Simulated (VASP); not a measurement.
# Pt (Fm-3m) in VASP: single point with PBEsol

Aim: the single point of Pt with PBEsol.

Program: VASP 6.6.1. These are calculated values, not measurements. Logs are shortened: lines on timing, memory, paths and dates and some standing lists are left out, and cuts for length are marked.

## (1) The cell of the first run

It takes space group Fm-3m (No. 225, cubic). The conventional cell has a = 3.918 Å, b = 3.918 Å, c = 3.918 Å, α = 90.00°, β = 90.00°, γ = 90.00°. Pt (site symmetry m-3m) has 12 Pt at 2.77 Å within 3.7 Å.

## (2) Single point, PBEsol

Contents of INCAR:

```
PREC = Accurate
ENCUT = 500
EDIFF = 1E-6
ISMEAR = 0
SIGMA = 0.1
LREAL = F
LASPH = T
NELM = 120
ALGO = Normal
ISIF = 2
LWAVE = F
LCHARG = F
GGA = PS
NBANDS = 11
GGA_COMPAT = F
```

Contents of KPOINTS:

```
regular mesh
0
Gamma
  18 18 18
```

Contents of POSCAR:

```
Pt
1.0
    0.0000000000      1.9589650553      1.9589650553
    1.9589650553      0.0000000000      1.9589650553
    1.9589650553      1.9589650553      0.0000000000
Pt
1
Direct
    0.0000000000      0.0000000000      0.0000000000
```

Potentials or basis: VASP PAW PBE potentials, release 64 (Pt).

Started as:

```sh
$ cat potpaw_PBE.64/Pt/POTCAR > POTCAR
$ mpirun -np 1 vasp_std > vasp.out
```

OUTCAR:

```text
PREC = Accurate
   ENCUT = 500
   EDIFF = 1E-6
   ISMEAR = 0
   LREAL = F
   LASPH = T
   NELM = 120
   ISIF = 2
   GGA = PS

 ion  position               nearest neighbor table
   1  0.000  0.000  0.000-

  LATTYP: Found a face centered cubic cell.
 ALAT       =     3.9179301106

  Lattice vectors:

 A1 = (   0.0000000000,   1.9589650553,   1.9589650553)
 A2 = (   1.9589650553,   0.0000000000,   1.9589650553)
 A3 = (   1.9589650553,   1.9589650553,   0.0000000000)

Analysis of symmetry for initial positions (statically):
=====================================================================
 Subroutine PRICEL returns:
 Original cell was already a primitive cell.

 Routine SETGRP: Setting up the symmetry group for a
 face centered cubic supercell.

 Subroutine GETGRP returns: Found 48 space group operations
 (whereof 48 operations were pure point group operations)
 out of a pool of 48 trial point group operations.

The static configuration has the point symmetry O_h .

Analysis of symmetry for dynamics (positions and initial velocities):
=====================================================================
 Subroutine PRICEL returns:
 Original cell was already a primitive cell.

 Routine SETGRP: Setting up the symmetry group for a
 face centered cubic supercell.

 Subroutine GETGRP returns: Found 48 space group operations
 (whereof 48 operations were pure point group operations)
 out of a pool of 48 trial point group operations.

The dynamic configuration has the point symmetry O_h .

 Subroutine INISYM returns: Found 48 space group operations
 (whereof 48 operations are pure point group operations),
 and found     1 'primitive' translations

----------------------------------------------------------------------------------------

                                     Primitive cell

  volume of cell :      15.0352

  direct lattice vectors                    reciprocal lattice vectors
     0.000000000  1.958965055  1.958965055    -0.255236814  0.255236814  0.255236814
     1.958965055  0.000000000  1.958965055     0.255236814 -0.255236814  0.255236814
     1.958965055  1.958965055  0.000000000     0.255236814  0.255236814 -0.255236814

  length of vectors
     2.770394949  2.770394949  2.770394949     0.442083130  0.442083130  0.442083130

  position of ions in fractional coordinates (direct lattice)
     0.000000000  0.000000000  0.000000000

  ion indices of the primitive-cell ions
   primitive index   ion index
                 1           1

----------------------------------------------------------------------------------------

 KPOINTS: regular mesh

Automatic generation of k-mesh.
 Grid dimensions read from file:
 generate k-points for:   18   18   18

 Generating k-lattice:

  Cartesian coordinates                     Fractional coordinates (reciprocal lattice)
    -0.014179823  0.014179823  0.014179823     0.055555556  0.000000000  0.000000000
     0.014179823 -0.014179823  0.014179823     0.000000000  0.055555556  0.000000000
     0.014179823  0.014179823 -0.014179823     0.000000000  0.000000000  0.055555556

  Length of vectors
     0.024560174  0.024560174  0.024560174

  Shift w.r.t. Gamma in fractional coordinates (k-lattice)
     0.000000000  0.000000000  0.000000000

 Subroutine IBZKPT returns following result:
 ===========================================

 Found    195 irreducible k-points:

 Following reciprocal coordinates:
            Coordinates               Weight
  0.000000  0.000000  0.000000      1.000000
  0.055556  0.000000  0.000000      8.000000
  0.111111  0.000000  0.000000      8.000000
  0.166667  0.000000  0.000000      8.000000
  0.222222  0.000000  0.000000      8.000000
  0.277778  0.000000  0.000000      8.000000
[... 16 lines left out ...]
 -0.277778  0.055556  0.000000     24.000000
 -0.222222  0.055556  0.000000     24.000000
 [... further k-points ...]
   k-points           NKPTS =    195   k-points in BZ     NKDIM =    195   number of bands    NBANDS=     11
   number of dos      NEDOS =    301   number of ions     NIONS =      1
   total plane-waves  NPLWV =   8000
   dimension x,y,z NGX =    20 NGY =   20 NGZ =   20
   dimension x,y,z NGXF=    40 NGYF=   40 NGZF=   40
   ions per type =               1
   NGX,Y,Z   is equivalent  to a cutoff of  12.00, 12.00, 12.00 a.u.
   NGXF,Y,Z  is equivalent  to a cutoff of  24.00, 24.00, 24.00 a.u.
 SYSTEM =  unknown system
   PREC   = accura    normal or accurate (medium, high low for compatibility)
   ISTART =      0    job   : 0-new  1-cont  2-samecut
   ICHARG =      2    charge: 1-file 2-atom 10-const
   ISPIN  =      1    spin polarized calculation?
   LNONCOLLINEAR =      F non collinear calculations
   LSORBIT =      F    spin-orbit coupling
   LASPH  =      T    aspherical Exc in radial PAW
   ENCUT  =  500.0 eV  36.75 Ry    6.06 a.u.   5.05  5.05  5.05*2*pi/ulx,y,z
   NELM   =    120;   NELMIN=  2; NELMDL= -5     # of ELM steps
   EDIFF  = 0.1E-05   stopping-criterion for ELM
   LREAL  =      F    real-space projection
   EDIFFG = 0.1E-04   stopping-criterion for IOM
   NSW    =      0    number of steps for IOM
   IBRION =     -1    ionic relax: 0-MD 1-quasi-New 2-CG
   NFREE  =      0    steps in history (QN), initial steepest desc. (CG)
   ISIF   =      2    stress and relaxation
   ISYM   =      2    0-nonsym 1-usesym 2-fastsym
   POTIM  = 0.5000    time-step for ionic-motion
   TEBEG  =    0.0;   TEEND  =   0.0 temperature during run
   PSTRESS=    0.0 pullay stress
   NELECT =      10.0000    total number of electrons
   NUPDOWN=      -1.0000    fix difference up-down
   EMIN   =  10.00;   EMAX   =-10.00  energy-range for DOS
   EFERMI =   0.00;   METHOD = LEGACY
   ISMEAR =     0;   SIGMA  =   0.10  broadening in eV -4-tet -1-fermi 0-gaus
   EFERMI_NEDOS =   21; number of points for ismear=-14 and -15
   IALGO  =     38    algorithm
   IMIX   =      4    mixing-type and parameters
     AMIX     =   0.40;   BMIX     =  1.00
     AMIX_MAG =   1.60;   BMIX_MAG =  1.00
  volume/ion in A,a.u.               =      15.04       101.46
  Fermi-wavevector in a.u.,A,eV,Ry     =   1.429019  2.700455 27.784411  2.042097
  Thomas-Fermi vector in A             =   2.549018
   LORBIT       =      0    0 simple, 1 ext, 2 COOP (PROOUT), +10 PAW based schemes
   GGA     = PS    functional components
   LHFCALC =     F    Hartree Fock is set to
   AEXX    =    0.0000 exact exchange contribution
   IVDW    =     0    specifies the selected vdW correction
   LEPSILON=     F    determine dielectric tensor
   LRPA    =     F    only Hartree local field effects (RPA)
 non-spin polarized calculation
 Gauss-broadening in eV      SIGMA  =   0.10
  energy-cutoff  :      500.00
  volume of cell :       15.04
 maximum number of plane-waves:       392
   NGX = 11   NGY = 11   NGZ = 11

 number of electron      10.0000001 magnetization

 Free energy of the ion-electron system (eV)
  ---------------------------------------------------
  ext. energy  EPLUGINS =         0.00000000
  ---------------------------------------------------
  free energy    TOTEN  =        -6.96545809 eV

  energy without entropy =       -6.95481793  energy(sigma->0) =       -6.96013801

 E-fermi :  11.1567     XC(G=0): -13.6465

 val. band max:       11.1561709850   @ k =  -0.3333   0.3889   0.1111
 cond. band min:      11.1678241132   @ k =   0.3889   0.2222   0.0000
 fundamental gap:      0.0116531283
 Fermi energy:        11.1566742993

 k-point     1 :       0.0000    0.0000    0.0000
  band No.  band energies     occupation
      1       0.8245      2.00000
      2       7.3294      2.00000
      3       7.3294      2.00000
      4       7.3294      2.00000
      5       9.5185      2.00000
      6       9.5185      2.00000
      7      25.7711      0.00000
      8      30.7453      0.00000
      9      30.7453      0.00000
     10      30.7453      0.00000
     11      36.0554      0.00000

 k-point     2 :       0.0556    0.0000    0.0000
  band No.  band energies     occupation
      1       0.9495      2.00000
      2       7.2726      2.00000
      3       7.3797      2.00000
      4       7.3797      2.00000
      5       9.4899      2.00000
      6       9.4899      2.00000
      7      25.9674      0.00000
      8      30.0710      0.00000
      9      30.9381      0.00000
     10      30.9381      0.00000
     11      36.8019      0.00000

 k-point     3 :       0.1111    0.0000    0.0000
  band No.  band energies     occupation
      1       1.3131      2.00000
      2       7.1263      2.00000
      3       7.5113      2.00000
      4       7.5113      2.00000
      5       9.4283      2.00000
      6       9.4283      2.00000
      7      26.5024      0.00000
      8      28.6618      0.00000
      9      31.4983      0.00000
     10      31.4983      0.00000
     11      37.6429      0.00000

 k-point     4 :       0.1667    0.0000    0.0000
  band No.  band energies     occupation
      1       1.8760      2.00000
      2       6.9620      2.00000
      3       7.6599      2.00000
      4       7.6599      2.00000
      5       9.4107      2.00000
      6       9.4107      2.00000
      7      27.0353      0.00000
      8      27.2037      0.00000
      9      32.3688      0.00000
     10      32.3688      0.00000
     11      36.0882      0.00000
[... 239 lines left out ...]
 k-point    22 :      -0.3333    0.0556    0.0000
  band No.  band energies     occupation
      1       3.7492      2.00000
      2       7.4317      2.00000
      3       7.5466      2.00000
      4       7.9369      2.00000
      5      10.2063      2.00000
      6      10.9532      1.99599
      7      20.8036      0.00000
      8      26.4458      0.00000
      9      30.7821      0.00000
     10      32.7580      0.00000
     11      35.9525      0.00000

 k-point    23 :      -0.2778    0.0556    0.0000
  band No.  band energies     occupation
      1       3.4460      2.00000
      2       7.1439      2.00000
      3       7.6157      2.00000
      4       7.6926      2.00000
      5       9.7082      2.00000
      6      10.4467      2.00000
      7      22.8748      0.00000
      8      27.1714      0.00000
      9      31.7100      0.00000
     10      34.3399      0.00000
     11      34.5759      0.00000

 k-point    24 :      -0.2222    0.0556    0.0000
  band No.  band energies     occupation
      1       2.8801      2.00000
      2       6.8254      2.00000
      3       7.7262      2.00000
      4       7.7952      2.00000
      5       9.3169      2.00000
      6      10.0041      2.00000
      7      24.8135      0.00000
      8      27.6916      0.00000
      9      32.2143      0.00000
     10      33.6245      0.00000
     11      34.8826      0.00000

 [... further k-points ...]

------------------------ aborting loop because EDIFF is reached ----------------------------------------

  FORCE on cell =-STRESS in cart. coord.  units (eV):
  Direction    XX          YY          ZZ          XY          YZ          ZX
  --------------------------------------------------------------------------------------
  -------------------------------------------------------------------------------------
  Total       -0.0362126     -0.0362126     -0.0362126      0.0000000      0.0000000     -0.0000000
  in kB       -3.8588685     -3.8588685     -3.8588685      0.0000000      0.0000000     -0.0000000
  external PRESSURE =      -3.8588685 kB  Pullay stress =       0.0000000 kB

 VOLUME and BASIS-vectors are now :
 -----------------------------------------------------------------------------
  energy-cutoff  :      500.00
  volume of cell :       15.04
      direct lattice vectors                 reciprocal lattice vectors
     0.000000000  1.958965055  1.958965055    -0.255236814  0.255236814  0.255236814
     1.958965055  0.000000000  1.958965055     0.255236814 -0.255236814  0.255236814
     1.958965055  1.958965055  0.000000000     0.255236814  0.255236814 -0.255236814

 POSITION                                       TOTAL-FORCE (eV/Angst)
 -----------------------------------------------------------------------------------
      0.00000      0.00000      0.00000         0.000000      0.000000      0.000000
 -----------------------------------------------------------------------------------
    total drift:                                0.000000     -0.000000     -0.000000

  FREE ENERGIE OF THE ION-ELECTRON SYSTEM (eV)
  ---------------------------------------------------
  free  energy   TOTEN  =        -6.9654580884 eV

  energy  without entropy=       -6.9548179282  energy(sigma->0) =       -6.96013801
```

Wall time 32 s (1 thread of Intel Xeon 8259CL, shared host); peak memory 0.15 GiB.

What came out:

```yaml
Free_energy: -6.9655 eV
Pressure: -0.4 GPa
Band_gap_on_the_k_mesh: zero (bands 5 and 6 overlap by 2.24 eV)
```

Levels at points of the mesh, in eV from the Fermi level:
```tsv
k point	band 3	band 4	band 5	band 6	band 7	band 8
(0.00, 0.00, 0.00)	-3.83	-3.83	-1.64	-1.64	14.61	19.59
(0.50, 0.00, 0.00)	-3.89	-0.56	0.04	0.04	5.82	14.17
(0.50, 0.50, 0.00)	0.02	0.49	0.49	1.70	8.86	11.34
```

Caveat: the PAW data sets were made with another functional, which shifts forces and pressure a little; spin-orbit coupling is left out, which moves the levels of the heavy elements.
